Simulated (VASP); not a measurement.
# PbSe (Clausthalite) (Fm-3m) in VASP: notebook

The runs below take PbSe (Clausthalite) through single point, with LDA.

All numbers are computed with VASP 6.6.1; they aren't measurements. Logs are shortened: lines on timing, memory, paths and dates and some standing lists are left out, and cuts for length are marked.

**1. The cell of the first run**

The structure is cubic, space group Fm-3m (No. 225). Conventional cell: a = 6.162 Å, b = 6.162 Å, c = 6.162 Å, α = 90.00°, β = 90.00°, γ = 90.00°. Within 4.1 Å of Pb (site symmetry m-3m) lie 6 Se at 3.08 Å. Within 4.1 Å of Se (site symmetry m-3m) lie 6 Pb at 3.08 Å.

**2. Single point, LDA (volume scaled by 1.02)**

The input, INCAR:

```
PREC = Accurate ; ENCUT = 520
EDIFF = 1E-7 ; ISMEAR = -1
SIGMA = 0.05 ; LREAL = F
LASPH = T ; NELM = 100
ALGO = Normal ; ISIF = 2
LWAVE = F ; LCHARG = T
LELF = T ; LVHAR = T
NBANDS = 17
```

The input, KPOINTS:

```
regular mesh
0
Gamma
  8 8 8
```

The input, POSCAR:

```
PbSe
1.0
    0.0000000000      3.0809197960      3.0809197960
    3.0809197960      0.0000000000      3.0809197960
    3.0809197960      3.0809197960      0.0000000000
Pb Se
1 1
Direct
    0.0000000000      0.0000000000      0.0000000000
    0.5000000000      0.5000000000      0.5000000000
```

Potentials or basis: VASP PAW LDA potentials, release 64 (Pb_d, Se).

On the command line:

```
cat potpaw_LDA.64/Pb_d/POTCAR potpaw_LDA.64/Se/POTCAR > POTCAR
mpirun -np 1 vasp_std > vasp.out
```

OUTCAR:

```text
PREC = Accurate
   ENCUT = 520
   EDIFF = 1E-7
   ISMEAR = -1
   LREAL = F
   LASPH = T
   NELM = 100
   ISIF = 2

 ion  position               nearest neighbor table
   1  0.000  0.000  0.000-   2 3.08   2 3.08   2 3.08   2 3.08   2 3.08   2 3.08
   2  0.500  0.500  0.500-   1 3.08   1 3.08   1 3.08   1 3.08   1 3.08   1 3.08

  LATTYP: Found a face centered cubic cell.
 ALAT       =     6.1618395920

  Lattice vectors:

 A1 = (   0.0000000000,   3.0809197960,   3.0809197960)
 A2 = (   3.0809197960,   0.0000000000,   3.0809197960)
 A3 = (   3.0809197960,   3.0809197960,   0.0000000000)

Analysis of symmetry for initial positions (statically):
=====================================================================
 Subroutine PRICEL returns:
 Original cell was already a primitive cell.

 Routine SETGRP: Setting up the symmetry group for a
 face centered cubic supercell.

 Subroutine GETGRP returns: Found 48 space group operations
 (whereof 48 operations were pure point group operations)
 out of a pool of 48 trial point group operations.

The static configuration has the point symmetry O_h .

Analysis of symmetry for dynamics (positions and initial velocities):
=====================================================================
 Subroutine PRICEL returns:
 Original cell was already a primitive cell.

 Routine SETGRP: Setting up the symmetry group for a
 face centered cubic supercell.

 Subroutine GETGRP returns: Found 48 space group operations
 (whereof 48 operations were pure point group operations)
 out of a pool of 48 trial point group operations.

The dynamic configuration has the point symmetry O_h .

 Subroutine INISYM returns: Found 48 space group operations
 (whereof 48 operations are pure point group operations),
 and found     1 'primitive' translations

----------------------------------------------------------------------------------------

                                     Primitive cell

  volume of cell :      58.4886

  direct lattice vectors                    reciprocal lattice vectors
     0.000000000  3.080919796  3.080919796    -0.162289197  0.162289197  0.162289197
     3.080919796  0.000000000  3.080919796     0.162289197 -0.162289197  0.162289197
     3.080919796  3.080919796  0.000000000     0.162289197  0.162289197 -0.162289197

  length of vectors
     4.357078560  4.357078560  4.357078560     0.281093135  0.281093135  0.281093135

  position of ions in fractional coordinates (direct lattice)
     0.000000000  0.000000000  0.000000000
     0.500000000  0.500000000  0.500000000

[... 76 lines left out ...]
   EDIFF  = 0.1E-06   stopping-criterion for ELM
   LREAL  =      F    real-space projection
   EDIFFG = 0.1E-05   stopping-criterion for IOM
   NSW    =      0    number of steps for IOM
   IBRION =     -1    ionic relax: 0-MD 1-quasi-New 2-CG
   NFREE  =      0    steps in history (QN), initial steepest desc. (CG)
   ISIF   =      2    stress and relaxation
   ISYM   =      2    0-nonsym 1-usesym 2-fastsym
   POTIM  = 0.5000    time-step for ionic-motion
   TEBEG  =    0.0;   TEEND  =   0.0 temperature during run
   PSTRESS=    0.0 pullay stress
   NELECT =      20.0000    total number of electrons
   NUPDOWN=      -1.0000    fix difference up-down
   EMIN   =  10.00;   EMAX   =-10.00  energy-range for DOS
   EFERMI =   0.00;   METHOD = LEGACY
   ISMEAR =    -1;   SIGMA  =   0.05  broadening in eV -4-tet -1-fermi 0-gaus
   EFERMI_NEDOS =   21; number of points for ismear=-14 and -15
   IALGO  =     38    algorithm
   IMIX   =      4    mixing-type and parameters
     AMIX     =   0.40;   BMIX     =  1.00
     AMIX_MAG =   1.60;   BMIX_MAG =  1.00
  volume/ion in A,a.u.               =      29.24       197.35
  Fermi-wavevector in a.u.,A,eV,Ry     =   1.144795  2.163349 17.831195  1.310556
  Thomas-Fermi vector in A             =   2.281486
   LORBIT       =      0    0 simple, 1 ext, 2 COOP (PROOUT), +10 PAW based schemes
   GGA     = CA    functional components
   LHFCALC =     F    Hartree Fock is set to
   AEXX    =    0.0000 exact exchange contribution
   IVDW    =     0    specifies the selected vdW correction
   LEPSILON=     F    determine dielectric tensor
   LRPA    =     F    only Hartree local field effects (RPA)
 non-spin polarized calculation
  energy-cutoff  :      520.00
  volume of cell :       58.49
 maximum number of plane-waves:      1604
   NGX = 17   NGY = 17   NGZ = 17

 number of electron      19.9999993 magnetization

 Free energy of the ion-electron system (eV)
  ---------------------------------------------------
  ext. energy  EPLUGINS =         0.00000000
  ---------------------------------------------------
  free energy    TOTEN  =        -9.42803779 eV

  energy without entropy =       -9.42754372  energy(sigma->0) =       -9.42779076

 E-fermi :   4.7592     XC(G=0):  -9.7571

 val. band max:        4.6467295654   @ k =   0.5000   0.0000   0.0000
 cond. band min:       4.8715120752   @ k =   0.5000   0.0000   0.0000
 fundamental gap:      0.2247825097
 Fermi energy:         4.7591699100

 k-point     1 :       0.0000    0.0000    0.0000
  band No.  band energies     occupation
      1     -12.0825      2.00000
      2     -12.0825      2.00000
      3     -12.0815      2.00000
      4     -12.0815      2.00000
      5     -12.0815      2.00000
      6      -8.7873      2.00000
[... 457 lines left out ...]
      4     -12.0619      2.00000
      5     -12.0479      2.00000
      6      -7.5785      2.00000
[... 9 lines left out ...]
     16      15.4704      0.00000
     17      15.4712      0.00000

 [... further k-points ...]

------------------------ aborting loop because EDIFF is reached ----------------------------------------

  FORCE on cell =-STRESS in cart. coord.  units (eV):
  Direction    XX          YY          ZZ          XY          YZ          ZX
  --------------------------------------------------------------------------------------
  -------------------------------------------------------------------------------------
  Total       -1.0776574     -1.0776574     -1.0776574     -0.0000000      0.0000000      0.0000000
  in kB      -29.5202562    -29.5202562    -29.5202562     -0.0000000      0.0000000      0.0000000
  external PRESSURE =     -29.5202562 kB  Pullay stress =       0.0000000 kB

 VOLUME and BASIS-vectors are now :
 -----------------------------------------------------------------------------
  energy-cutoff  :      520.00
  volume of cell :       58.49
      direct lattice vectors                 reciprocal lattice vectors
     0.000000000  3.080919796  3.080919796    -0.162289197  0.162289197  0.162289197
     3.080919796  0.000000000  3.080919796     0.162289197 -0.162289197  0.162289197
     3.080919796  3.080919796  0.000000000     0.162289197  0.162289197 -0.162289197

 POSITION                                       TOTAL-FORCE (eV/Angst)
 -----------------------------------------------------------------------------------
      0.00000      0.00000      0.00000         0.000000     -0.000000      0.000000
      3.08092      3.08092      3.08092        -0.000000      0.000000     -0.000000
 -----------------------------------------------------------------------------------
    total drift:                                0.000000     -0.000000     -0.000000

  FREE ENERGIE OF THE ION-ELECTRON SYSTEM (eV)
  ---------------------------------------------------
  free  energy   TOTEN  =        -9.4280377907 eV

  energy  without entropy=       -9.4275437232  energy(sigma->0) =       -9.42779076
```

OSZICAR:

```text
N       E                     dE             d eps       ncg     rms          rms(c)
DAV:   1     0.157071623037E+03    0.15707E+03   -0.94957E+03   986   0.118E+03
DAV:   2     0.213306018432E+01   -0.15494E+03   -0.14934E+03  1045   0.309E+02
DAV:   3    -0.944534910591E+01   -0.11578E+02   -0.11470E+02  1291   0.886E+01
DAV:   4    -0.971742397020E+01   -0.27207E+00   -0.27191E+00  1219   0.156E+01
DAV:   5    -0.972708909366E+01   -0.96651E-02   -0.96644E-02  1393   0.286E+00    0.274E+00
DAV:   6    -0.943904144150E+01    0.28805E+00   -0.74431E-01  1469   0.581E+00    0.153E+00
DAV:   7    -0.943005491374E+01    0.89865E-02   -0.96669E-02  1251   0.148E+00    0.833E-01
DAV:   8    -0.942847552269E+01    0.15794E-02   -0.10470E-02  1187   0.997E-01    0.154E-01
DAV:   9    -0.942802890480E+01    0.44662E-03   -0.26401E-03  1453   0.420E-01    0.464E-02
DAV:  10    -0.942803859229E+01   -0.96875E-05   -0.14167E-04  1123   0.662E-02    0.159E-02
DAV:  11    -0.942803792713E+01    0.66516E-06   -0.12341E-05  1365   0.316E-02    0.382E-03
DAV:  12    -0.942803778521E+01    0.14191E-06   -0.85729E-07  1270   0.122E-02    0.546E-04
DAV:  13    -0.942803779066E+01   -0.54483E-08   -0.67330E-08   752   0.214E-03
   1 F= -.94280378E+01 E0= -.94277908E+01  d E =-.494067E-03
```

stdout:

```text
POSCAR found type information on POSCAR PbSe
 POSCAR found :  2 types and       2 ions
 scaLAPACK will be used
 LDA part: xc-table for (Slater(with rela. corr.)+CA(PZ))
 , standard interpolation
 POSCAR, INCAR and KPOINTS ok, starting setup
 FFT: planning ... GRIDC
 FFT: planning ... GRID_SOFT
 FFT: planning ... GRID
 WAVECAR not read
 entering main loop
```

Wall time 17 s (1 thread of Intel Xeon 6975P-C, shared host); peak memory 0.17 GiB.

Results:

```yaml
Free_energy: -9.4280 eV
Pressure: -3.0 GPa
Band_gap_on_the_k_mesh: 0.22 eV, direct
```

Caveat: spin-orbit coupling is left out, which moves the levels of the heavy elements. A k mesh can miss the band edges.

**3. Single point, LDA (volume scaled by 1.04)**

The input, INCAR:

```
SYSTEM = PbSe
  ALGO = Normal
  EDIFF = 1E-7
  ENCUT = 520
  GGA = CA
  ISIF = 2
  ISMEAR = -1
  LASPH = .TRUE.
  LCHARG = .TRUE.
  LELF = .TRUE.
  LREAL = .FALSE.
  LVHAR = .TRUE.
  LWAVE = .FALSE.
  NBANDS = 17
  NELM = 100
  PREC = Accurate
  SIGMA = 0.05
```

The input, KPOINTS:

```
k-points
0
G
  8 8 8
  0 0 0
```

The input, POSCAR:

```
PbSe
1.0
    0.0000000000      3.1009263293      3.1009263293
    3.1009263293      0.0000000000      3.1009263293
    3.1009263293      3.1009263293      0.0000000000
Pb Se
1 1
Direct
    0.0000000000      0.0000000000      0.0000000000
    0.5000000000      0.5000000000      0.5000000000
```

Potentials or basis: VASP PAW LDA potentials, release 64 (Pb_d, Se).

On the command line:

```
cat potpaw_LDA.64/Pb_d/POTCAR potpaw_LDA.64/Se/POTCAR > POTCAR
mpirun -np 1 vasp_std > vasp.out
```

Wall time 28 s (1 thread of Intel Xeon 6975P-C, shared host); peak memory 0.18 GiB.

Results (log left out):

- Free energy: -9.4042 eV
- Pressure: -3.8 GPa
- Band gap on the k mesh: 0.28 eV, direct

Levels at points of the mesh, in eV from the valence-band top:
```
           k point  band 8  band 9  band 10  band 11  band 12  band 13
(0.00, 0.00, 0.00)   -1.67   -1.67    -1.67     4.54     4.54     4.54
(0.50, 0.00, 0.00)   -1.27   -1.27     0.00     0.28     1.71     1.71
(0.50, 0.50, 0.00)   -4.67   -2.98    -2.98     3.80     5.39     5.39
```

Caveat: spin-orbit coupling is left out, which moves the levels of the heavy elements.
